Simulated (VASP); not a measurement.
Set up this calculation in VASP 6.6.1, as the native input.

```
Task                   : relaxation of cell and atoms
Functional             : PBE
Potentials or basis    : VASP PAW PBE potentials, release 64 (Be, Cd, S)
Cutoff                 : 600 eV
k mesh                 : 12 × 12 × 8
Occupations            : gaussian, width 0.1 eV
Spin                   : no spin polarisation
Dipole correction      : no
Further INCAR settings : ALGO = Normal; EDIFF = 1e-06; IBRION = 2; EDIFFG = -0.01; NSW = 100; ISIF = 3
```

The structure of Be2CdS2 lies in POSCAR:

```
Be2CdS2
1.0
    4.3972341200      0.0000000000      0.0000000000
   -2.1986170600      3.8081164544      0.0000000000
    0.0000000000      0.0000000000      5.2462434436
Be Cd S
2 1 2
Direct
    0.6666666667      0.3333333333      0.2199676941
    0.6666666667      0.3333333333      0.7800323059
    0.0000000000      0.0000000000      0.5000000000
    0.0000000000      0.0000000000      0.0000000000
    0.3333333333      0.6666666667      0.5000000000
```

The cell was built from a structure type or drawn by symmetry, and may not be a known phase.

These files were run (other wordings do the same):

INCAR

```
PREC = Accurate ; ENCUT = 600
EDIFF = 1E-6 ; ISMEAR = 0
SIGMA = 0.1 ; LREAL = F
LASPH = T ; NELM = 100
ALGO = Normal ; ISIF = 3
LWAVE = F ; LCHARG = F
GGA = PE ; IBRION = 2
NSW = 100 ; EDIFFG = -0.01
```

KPOINTS

```
Automatic mesh
0
Gamma
  12 12 8
```

Potentials or basis: VASP PAW PBE potentials, release 64 (Be, Cd, S).

Command:

```console
$ cat potpaw_PBE.64/Be/POTCAR potpaw_PBE.64/Cd/POTCAR potpaw_PBE.64/S/POTCAR > POTCAR
$ mpirun -np 1 vasp_std > vasp.out
```

Results of the run:

```yaml
Relaxed_volume: 17.66 Å³/atom
Relaxed_cell: a = 4.404 Å, b = 4.404 Å, c = 5.257 Å, α = 90.00°, β = 90.00°, γ = 120.00°
Space_group_after_relaxing_to_0.1_Å: P-6m2 (No. 187)
Energy_gained_by_relaxing: 0.1 meV/atom
Ionic_steps: 2
Pressure_after_relaxing: 0.0 GPa
Largest_force_after_relaxing: 0.003 eV/Å
Band_gap_on_the_k_mesh: zero (bands 14 and 15 overlap by 2.78 eV)
```

Run time: 110 s on 1 thread of Intel(R) Xeon(R) 6975P-C (Granite Rapids), with other jobs on the host, peak memory 0.36 GiB.
